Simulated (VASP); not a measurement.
Wanted: the native input for a VASP 6.6.1 run.

- Task: single point
- Functional: PBE
- Potentials or basis: VASP PAW PBE potentials, release 64 (Cu, B)
- Cutoff: 520 eV
- k mesh: 6 × 6 × 6
- Occupations: gaussian, width 0.1 eV
- Spin: no spin polarisation
- Dipole correction: no
- Further INCAR settings: ALGO = Normal; EDIFF = 1e-06; NBANDS = 24

The structure of CuB6 lies in POSCAR:

```
CuB6
1.0
    0.0000000000      2.9636637384      2.9636637384
    2.9636637384      0.0000000000      2.9636637384
    2.9636637384      2.9636637384      0.0000000000
Cu B
1 6
Direct
    0.0000000000      0.0000000000      0.0000000000
    0.5000000000      0.5000000000      0.0000000000
    0.5000000000      0.0000000000      0.5000000000
    0.0000000000      0.0000000000      0.5000000000
    0.0000000000      0.5000000000      0.0000000000
    0.0000000000      0.5000000000      0.5000000000
    0.5000000000      0.0000000000      0.0000000000
```

These files were run (other wordings do the same):

INCAR

```
PREC = Accurate
ENCUT = 520
EDIFF = 1E-6
ISMEAR = 0
SIGMA = 0.1
LREAL = F
LASPH = T
NELM = 100
ALGO = Normal
ISIF = 2
LWAVE = F
LCHARG = T
GGA = PE
LELF = T
LVHAR = T
NBANDS = 24
```

KPOINTS

```
regular mesh
0
Gamma
  6 6 6
```

Potentials or basis: VASP PAW PBE potentials, release 64 (Cu, B).

Launch:

```sh
$ cat potpaw_PBE.64/Cu/POTCAR potpaw_PBE.64/B/POTCAR > POTCAR
$ mpirun -np 1 vasp_std > vasp.out
```

Results of the run:

```json
{
 "Pressure": "-0.3 GPa"
}
```

Run time: 49 s on 1 thread of AMD EPYC 7R43 64-Core Processor (Zen 3) (shared host), peak memory 0.14 GiB.
